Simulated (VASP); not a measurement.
# CoO (C2/m) in VASP: notebook

CoO is run at these levels: revPBE+D3(BJ)+U; tasks: relaxation of shape and atoms at fixed volume, single point.

Everything below comes from runs of VASP 6.6.1. Logs are shortened: lines on timing, memory, paths and dates and some standing lists are left out, and cuts for length are marked.

## 1. The cell of the first run

The typed cell holds 2 atoms: a = 3.091 Å, b = 3.061 Å, c = 3.091 Å, α = 120.31°, β = 119.98°, γ = 90.04°.

## 2. Relaxation of shape and atoms at fixed volume, revPBE+D3(BJ)+U, collinear spin, ferromagnetic start (10.29 Å³/atom)

File INCAR:

```
SYSTEM = CoO
  PREC = Accurate
  ENCUT = 600
  EDIFF = 1E-6
  ISMEAR = 0
  SIGMA = 0.05
  LREAL = .FALSE.
  LASPH = .TRUE.
  NELM = 150
  ALGO = Normal
  ISIF = 4
  LWAVE = .FALSE.
  LCHARG = .FALSE.
  ISPIN = 2
  MAGMOM = 2.89 0.23
  LORBIT = 11
  LMAXMIX = 4
  LDAU = .TRUE.
  LDAUTYPE = 2
  LDAUL = 2 -1
  LDAUU = 3.3 0
  LDAUJ = 0 0
  LDAUPRINT = 1
  GGA = RE
  IVDW = 12
  IBRION = 2
  NSW = 60
  EDIFFG = -0.01
```

File KPOINTS:

```
Automatic mesh
0
G
  10 10 10
  0 0 0
```

File POSCAR:

```
CoO
1.0
   -1.5460280230      1.5462367320      2.1853013300
    1.5155807019     -1.5462367320      2.1635378454
    1.5460280230      1.5462367320     -2.1853013300
Co O
1 1
Direct
    0.0000000000      0.0000000000      0.0000000000
    0.5000000000      0.5000000000      0.0000000000
```

Potentials or basis: VASP PAW PBE potentials, release 64 (Co, O).

The run is started by

```bash
> cat potpaw_PBE.64/Co/POTCAR potpaw_PBE.64/O/POTCAR > POTCAR
> mpirun -np 1 vasp_std > vasp.out
```

OUTCAR:

```text
SYSTEM = CoO
   PREC = Accurate
   ENCUT = 600
   EDIFF = 1E-6
   ISMEAR = 0
   LREAL = .FALSE.
   LASPH = .TRUE.
   NELM = 150
   ISIF = 4
   ISPIN = 2
   LORBIT = 11
   GGA = RE
   IVDW = 12
   IBRION = 2
   NSW = 60
   EDIFFG = -0.01
 IVDW          = 12

 ion  position               nearest neighbor table
   1  0.000  0.000  0.000-   2 2.17   2 2.17   2 2.18   2 2.18   2 2.18   2 2.18
   2  0.500  0.500  0.000-   1 2.17   1 2.17   1 2.18   1 2.18   1 2.18   1 2.18

  LATTYP: Found a base centered monoclinic cell.
 ALAT       =     5.2831357630
 B/A-ratio  =     0.5853480968
 C/A-ratio  =     0.5795206132
 COS(beta)  =    -0.5679063840

  Lattice vectors:

 A1 = (  -1.5155807019,  -1.5462367320,  -2.1635378454)
 A2 = (  -1.5155807019,   1.5462367320,  -2.1635378454)
 A3 = (   3.0616087249,   0.0000000000,  -0.0217634846)

Analysis of symmetry for initial positions (statically):
=====================================================================
 Subroutine PRICEL returns:
 Original cell was already a primitive cell.

 Routine SETGRP: Setting up the symmetry group for a
 base centered monoclinic supercell.

 Subroutine GETGRP returns: Found  4 space group operations
 (whereof  4 operations were pure point group operations)
 out of a pool of  4 trial point group operations.

The static configuration has the point symmetry C_2h.

Analysis of symmetry for dynamics (positions and initial velocities):
=====================================================================
 Subroutine PRICEL returns:
 Original cell was already a primitive cell.

 Routine SETGRP: Setting up the symmetry group for a
 base centered monoclinic supercell.

 Subroutine GETGRP returns: Found  4 space group operations
 (whereof  4 operations were pure point group operations)
 out of a pool of  4 trial point group operations.

The dynamic configuration has the point symmetry C_2h.

Analysis of structural, dynamic, and magnetic symmetry:
=====================================================================
 Subroutine PRICEL returns:
 Original cell was already a primitive cell.

 Routine SETGRP: Setting up the symmetry group for a
 base centered monoclinic supercell.

 Subroutine GETGRP returns: Found  4 space group operations
 (whereof  4 operations were pure point group operations)
 out of a pool of  4 trial point group operations.

The overall configuration has the point symmetry C_2h.

 Subroutine INISYM returns: Found  4 space group operations
 (whereof  4 operations are pure point group operations),
 and found     1 'primitive' translations

----------------------------------------------------------------------------------------

                                     Primitive cell

  volume of cell :      20.5863

  direct lattice vectors                    reciprocal lattice vectors
    -1.546028023  1.546236732  2.185301330     0.001634658  0.323365750  0.229957865
     1.515580702 -1.546236732  2.163537845     0.328276585  0.000000000  0.232244767
     1.546028023  1.546236732 -2.185301330     0.326641926  0.323365750  0.002286903

  length of vectors
     3.091373899  3.060837941  3.091373899     0.396798059  0.402123299  0.459636363

  position of ions in fractional coordinates (direct lattice)
     0.000000000  0.000000000  0.000000000
     0.500000000  0.500000000  0.000000000

  ion indices of the primitive-cell ions
   primitive index   ion index
                 1           1
                 2           2

----------------------------------------------------------------------------------------

 KPOINTS: Automatic mesh

Automatic generation of k-mesh.
 Grid dimensions read from file:
 generate k-points for:   10   10   10

 Generating k-lattice:

[... 53 lines left out ...]
   ISTART =      0    job   : 0-new  1-cont  2-samecut
   ICHARG =      2    charge: 1-file 2-atom 10-const
   ISPIN  =      2    spin polarized calculation?
   LNONCOLLINEAR =      F non collinear calculations
   LSORBIT =      F    spin-orbit coupling
   LASPH  =      T    aspherical Exc in radial PAW
   ENCUT  =  600.0 eV  44.10 Ry    6.64 a.u.   6.17  6.11  6.17*2*pi/ulx,y,z
   NELM   =    150;   NELMIN=  2; NELMDL= -5     # of ELM steps
   EDIFF  = 0.1E-05   stopping-criterion for ELM
   LREAL  =      F    real-space projection
   EDIFFG = -.1E-01   stopping-criterion for IOM
   NSW    =     60    number of steps for IOM
   IBRION =      2    ionic relax: 0-MD 1-quasi-New 2-CG
   NFREE  =      1    steps in history (QN), initial steepest desc. (CG)
   ISIF   =      4    stress and relaxation
   ISYM   =      2    0-nonsym 1-usesym 2-fastsym
   POTIM  = 0.5000    time-step for ionic-motion
   TEBEG  =    0.0;   TEEND  =   0.0 temperature during run
   PSTRESS=    0.0 pullay stress
   NELECT =      15.0000    total number of electrons
   NUPDOWN=      -1.0000    fix difference up-down
   EMIN   =  10.00;   EMAX   =-10.00  energy-range for DOS
   EFERMI =   0.00;   METHOD = LEGACY
   ISMEAR =     0;   SIGMA  =   0.05  broadening in eV -4-tet -1-fermi 0-gaus
   EFERMI_NEDOS =   21; number of points for ismear=-14 and -15
   IALGO  =     38    algorithm
   IMIX   =      4    mixing-type and parameters
     AMIX     =   0.40;   BMIX     =  1.00
     AMIX_MAG =   1.60;   BMIX_MAG =  1.00
  volume/ion in A,a.u.               =      10.29        69.46
  Fermi-wavevector in a.u.,A,eV,Ry     =   1.473147  2.783844 29.526852  2.170162
  Thomas-Fermi vector in A             =   2.588076
   LORBIT       =     11    0 simple, 1 ext, 2 COOP (PROOUT), +10 PAW based schemes
 LDA+U is selected, type is set to LDAUTYPE =  2
   angular momentum for each species LDAUL =     2   -1
   U (eV)           for each species LDAUU =   3.3  0.0
   J (eV)           for each species LDAUJ =   0.0  0.0
   GGA     = RE    functional components
   LHFCALC =     F    Hartree Fock is set to
   AEXX    =    0.0000 exact exchange contribution
   IVDW    =    12    specifies the selected vdW correction
   LEPSILON=     F    determine dielectric tensor
   LRPA    =     F    only Hartree local field effects (RPA)
 conjugate gradient relaxation of ions
 spin polarized calculation
 Gauss-broadening in eV      SIGMA  =   0.05
  energy-cutoff  :      600.00
  volume of cell :       20.59
 maximum number of plane-waves:       700
 NGX is ok and might be reduce to    28
   NGX = 13   NGY = 13   NGZ = 13

--------------------------------------- Ionic step        1  -------------------------------------------

 number of electron      15.0000005 magnetization       3.0000353

 Free energy of the ion-electron system (eV)
  ---------------------------------------------------
  ext. energy  EPLUGINS =         0.00000000
  ---------------------------------------------------
  free energy    TOTEN  =       -10.78550636 eV

  energy without entropy =      -10.78334018  energy(sigma->0) =      -10.78442327

------------------------ aborting loop because EDIFF is reached ----------------------------------------

 Edisp (eV)   -0.94795

 E8    (eV) :    -0.6241
[... 65 lines left out ...]
  FREE ENERGIE OF THE ION-ELECTRON SYSTEM (eV)
  ---------------------------------------------------
  free  energy   TOTEN  =       -11.7335119290 eV

  energy  without entropy=      -11.7313662666  energy(sigma->0) =      -11.73243910

atom =   1  type =  1  l = 2

 onsite density matrix

spin component  1

  1.0047 -0.0002 -0.0000  0.0000  0.0000
 -0.0002  0.9680  0.0000 -0.0000  0.0000
 -0.0000  0.0000  1.0047 -0.0001  0.0002
  0.0000 -0.0000 -0.0001  0.9664 -0.0010
  0.0000  0.0000  0.0002 -0.0010  0.9673

spin component  2

  0.1449 -0.1082  0.0000  0.0000 -0.0000
 -0.1082  0.4816  0.0000 -0.0000  0.0000
  0.0000  0.0000  0.1452 -0.0626  0.0882
  0.0000 -0.0000 -0.0626  0.7975  0.2247
 -0.0000  0.0000  0.0882  0.2247  0.6415

 occupancies and eigenvectors

  o =  0.1132  v =  0.0000  0.0000  0.0000  0.0000  0.0000  0.9595  0.2816 -0.0000 -0.0000  0.0000      0.0000  0.0000  0.0000  0.0000  0.0000  0.0000  0.0000  0.0000  0.0000  0.0000
  o =  0.1134  v =  0.0000  0.0000  0.0000  0.0000  0.0000  0.0000  0.0000  0.9595  0.1632 -0.2297      0.0000  0.0000  0.0000  0.0000  0.0000  0.0000  0.0000  0.0000  0.0000  0.0000
  o =  0.5134  v =  0.0000  0.0000  0.0000  0.0000  0.0000  0.2816 -0.9595  0.0000 -0.0000  0.0000      0.0000  0.0000  0.0000  0.0000  0.0000  0.0000  0.0000  0.0000  0.0000  0.0000
  o =  0.5134  v =  0.0000  0.0000  0.0000  0.0000  0.0000 -0.0000  0.0000  0.2818 -0.5562  0.7818      0.0000  0.0000  0.0000  0.0000  0.0000  0.0000  0.0000  0.0000  0.0000  0.0000
  o =  0.9573  v =  0.0000  0.0000  0.0000  0.0000  0.0000  0.0000 -0.0000  0.0001  0.8149  0.5797      0.0000  0.0000  0.0000  0.0000  0.0000  0.0000  0.0000  0.0000  0.0000  0.0000
  o =  0.9657  v =  0.0000  0.0000  0.0001  0.8330  0.5532  0.0000  0.0000  0.0000  0.0000  0.0000      0.0000  0.0000  0.0000  0.0000  0.0000  0.0000  0.0000  0.0000  0.0000  0.0000
  o =  0.9680  v =  0.0060  1.0000  0.0000  0.0000 -0.0000  0.0000  0.0000  0.0000  0.0000  0.0000      0.0000  0.0000  0.0000  0.0000  0.0000  0.0000  0.0000  0.0000  0.0000  0.0000
  o =  0.9680  v =  0.0000  0.0000 -0.0057 -0.5532  0.8330  0.0000  0.0000  0.0000  0.0000  0.0000      0.0000  0.0000  0.0000  0.0000  0.0000  0.0000  0.0000  0.0000  0.0000  0.0000
  o =  1.0047  v = -1.0000  0.0060 -0.0000  0.0000 -0.0000  0.0000  0.0000  0.0000  0.0000  0.0000      0.0000  0.0000  0.0000  0.0000  0.0000  0.0000  0.0000  0.0000  0.0000  0.0000
  o =  1.0047  v =  0.0000 -0.0000 -1.0000  0.0033 -0.0047  0.0000  0.0000  0.0000  0.0000  0.0000      0.0000  0.0000  0.0000  0.0000  0.0000  0.0000  0.0000  0.0000  0.0000  0.0000

--------------------------------------- Ionic step        3  -------------------------------------------

 number of electron      15.0000005 magnetization       3.0000001

 Free energy of the ion-electron system (eV)
  ---------------------------------------------------
  ext. energy  EPLUGINS =         0.00000000
  ---------------------------------------------------
  free energy    TOTEN  =       -10.78560756 eV

  energy without entropy =      -10.78352204  energy(sigma->0) =      -10.78456480

 E-fermi :   7.0179     XC(G=0): -11.8813

 val. band max:        7.0154663339   @ k =  -0.4000   0.3000   0.4000
 cond. band min:       7.0233247570   @ k =   0.3000   0.4000   0.0000
 fundamental gap:      0.0078584231
 Fermi energy:         7.0178711566

 spin component 1

 k-point     1 :       0.0000    0.0000    0.0000
  band No.  band energies     occupation
      1     -12.3602      1.00000
      2       2.1032      1.00000
      3       2.1042      1.00000
      4       2.3654      1.00000
      5       2.3655      1.00000
      6       3.0614      1.00000
      7       4.4535      1.00000
      8       4.4560      1.00000
      9       4.6018      1.00000
     10       7.9495      0.00000
     11      23.7866      0.00000
     12      23.7920      0.00000
[... 790 lines left out ...]
  FREE ENERGIE OF THE ION-ELECTRON SYSTEM (eV)
  ---------------------------------------------------
  free  energy   TOTEN  =       -11.7335696470 eV

  energy  without entropy=      -11.7314841281  energy(sigma->0) =      -11.73252689

 reached required accuracy - stopping structural energy minimisation

 total charge

# of ion       s       p       d       tot
------------------------------------------
    1        0.280   0.321   7.100   7.702
    2        1.554   3.424   0.000   4.978
--------------------------------------------------
tot          1.834   3.745   7.100  12.680

 magnetization (x)

# of ion       s       p       d       tot
------------------------------------------
    1        0.020   0.015   2.699   2.735
    2        0.021   0.223   0.000   0.243
--------------------------------------------------
tot          0.041   0.238   2.699   2.978
```

Run time: 6.7 min. Hardware: 1 thread of Intel Xeon Platinum 8488C (Sapphire Rapids), shared host; peak memory 0.31 GiB.

What came out:

| Item | Value |
| --- | --- |
| Free energy | -11.7336 eV |
| Energy gained by relaxing | 0.1 meV/atom |
| Ionic steps | 3 |
| Pressure after relaxing | -13.6 GPa |
| Band gap on the k mesh | zero (filled and empty bands overlap) |
| Net moment | 3.00 μB per cell |
| Site moments | Co +2.73; O +0.24 μB |
| Valence electrons inside the program's atomic spheres | Co 7.70; O 4.98 |
| Dispersion energy per atom | -0.474 eV |

Step by step:
| step | energy change (eV) | largest force (eV/Å) | pressure (GPa) | volume (Å³) |
| --- | --- | --- | --- | --- |
| 1 | 0.0000 | 0.0000 | -13.51 | 20.59 |
| 2 | -0.0001 | 0.0000 | -13.51 | 20.59 |
| 3 | -0.0001 | 0.0000 | -13.56 | 20.59 |

Final structure:
```
CELL_PARAMETERS angstrom
-1.54895 1.54841 2.18944
1.50786 -1.54841 2.16030
1.54895 1.54841 -2.18944
ATOMIC_POSITIONS crystal
Co 0.00000 0.00000 0.00000
O 0.50000 0.50000 0.00000
```

Eigenvalues of the final occupation matrices:
| site | spin | trace | eigenvalues |
| --- | --- | --- | --- |
| site 1 d | 1 | 4.91 | 0.97 0.97 0.97 1.00 1.00 |
| site 1 d | 2 | 2.21 | 0.11 0.11 0.51 0.51 0.96 |

Caveat: the PAW data sets were made with another functional, which shifts forces and pressure a little; a cell with one magnetic atom can't hold antiferromagnetic order, which such compounds often take.

## 3. Single point, revPBE+D3(BJ)+U, collinear spin, ferromagnetic start (9.89 Å³/atom)

This run uses another cell than the first one, of 9.89 Å³/atom.

File INCAR:

```
SYSTEM = CoO
PREC = Accurate
ENCUT = 700
EDIFF = 1E-6
ISMEAR = 0
SIGMA = 0.05
LREAL = .FALSE.
LASPH = .TRUE.
NELM = 200
ALGO = Normal
ISIF = 2
LWAVE = .FALSE.
LCHARG = .FALSE.
ISPIN = 2
MAGMOM = 2.88 0.24
LORBIT = 11
LMAXMIX = 4
LDAU = .TRUE.
LDAUTYPE = 2
LDAUL = 2 -1
LDAUU = 3.3 0
LDAUJ = 0 0
LDAUPRINT = 1
GGA = RE
IVDW = 12
NBANDS = 22
GGA_COMPAT = .FALSE.
```

File KPOINTS:

```
regular mesh
0
G
  10 10 10
  0 0 0
```

File POSCAR:

```
CoO
1.0
   -1.5256110041      1.5258169569      2.1564419963
    1.4955657738     -1.5258169569      2.1349659228
    1.5256110041      1.5258169569     -2.1564419963
Co O
1 1
Direct
    0.0000000000      0.0000000000      0.0000000000
    0.5000000000      0.5000000000      0.0000000000
```

Potentials or basis: VASP PAW PBE potentials, release 64 (Co_sv, O).

The run is started by

```bash
> cat potpaw_PBE.64/Co_sv/POTCAR potpaw_PBE.64/O/POTCAR > POTCAR
> mpirun -np 1 vasp_std > vasp.out
```

Run time: 7.6 min. Hardware: 1 thread of Intel Xeon 6975P-C (Granite Rapids), shared host; peak memory 0.4 GiB.

The run converged. Its results:

```yaml
Free_energy: -11.5281 eV
Pressure: -7.4 GPa
Band_gap_on_the_k_mesh: zero (filled and empty bands overlap)
Net_moment: 3.00 μB per cell
Site_moments: Co +2.69; O +0.24 μB
Valence_electrons_inside_the_program's_atomic_spheres: Co 14.88; O 5.01
Dispersion_energy_per_atom: -0.494 eV
```

Stress tensor (GPa, compression positive):
```
 -5.44   0.00  -0.59
  0.00  -6.24   0.00
 -0.59   0.00 -10.54
```

Levels at points of the mesh, in eV from the Fermi level:
Spin up:
| k point | band 9 | band 10 | band 11 | band 12 | band 13 | band 14 | band 15 | band 16 | band 17 | band 18 |
| --- | --- | --- | --- | --- | --- | --- | --- | --- | --- | --- |
| (0.00, 0.00, 0.00) | -4.69 | -3.90 | -2.93 | -2.88 | -2.78 | 0.90 | 16.76 | 17.28 | 17.34 | 17.91 |
| (0.50, 0.00, 0.00) | -4.09 | -3.67 | -2.96 | -0.67 | -0.57 | 5.05 | 9.15 | 13.20 | 13.47 | 19.92 |
| (0.00, 0.50, 0.00) | -4.09 | -4.03 | -2.60 | -0.67 | -0.57 | 4.97 | 9.37 | 12.99 | 13.04 | 19.82 |
| (0.50, 0.50, 0.00) | -4.15 | -4.00 | -3.97 | -3.86 | -3.11 | 5.66 | 9.82 | 11.08 | 15.38 | 15.70 |
| (0.50, 0.00, 0.50) | -4.12 | -3.40 | -3.21 | -0.65 | -0.57 | 5.03 | 9.15 | 13.23 | 13.47 | 19.84 |
| (0.50, 0.50, 0.50) | -4.15 | -4.11 | -4.00 | -3.87 | -3.56 | 5.69 | 9.77 | 11.24 | 15.42 | 15.67 |
Spin down:
| k point | band 7 | band 8 | band 9 | band 10 | band 11 | band 12 | band 13 | band 14 |
| --- | --- | --- | --- | --- | --- | --- | --- | --- |
| (0.00, 0.00, 0.00) | -2.43 | -2.39 | -2.34 | -0.91 | -0.89 | 1.30 | 1.40 | 1.67 |
| (0.50, 0.00, 0.00) | -4.24 | -4.07 | -1.35 | 0.00 | 0.42 | 3.64 | 3.94 | 5.27 |
| (0.00, 0.50, 0.00) | -4.32 | -4.25 | -1.09 | 0.29 | 0.32 | 3.61 | 3.94 | 5.18 |
| (0.50, 0.50, 0.00) | -3.71 | -3.59 | -2.44 | -0.84 | 0.27 | 1.89 | 2.47 | 6.61 |
| (0.50, 0.00, 0.50) | -4.23 | -4.05 | -1.41 | -0.02 | 0.39 | 3.61 | 4.00 | 5.26 |
| (0.50, 0.50, 0.50) | -3.70 | -3.58 | -3.06 | -0.06 | 0.27 | 2.16 | 2.24 | 6.63 |

Eigenvalues of the final occupation matrices:
| site | spin | trace | eigenvalues |
| --- | --- | --- | --- |
| site 1 d | 1 | 4.68 | 0.92 0.93 0.93 0.95 0.95 |
| site 1 d | 2 | 2.01 | 0.09 0.09 0.46 0.46 0.90 |

Caveat: the stress differs along the axes, from -11 to -5 GPa; the PAW data sets were made with another functional, which shifts forces and pressure a little; a cell with one magnetic atom can't hold antiferromagnetic order, which such compounds often take. The state reached can hang on the start; a lower one may exist.
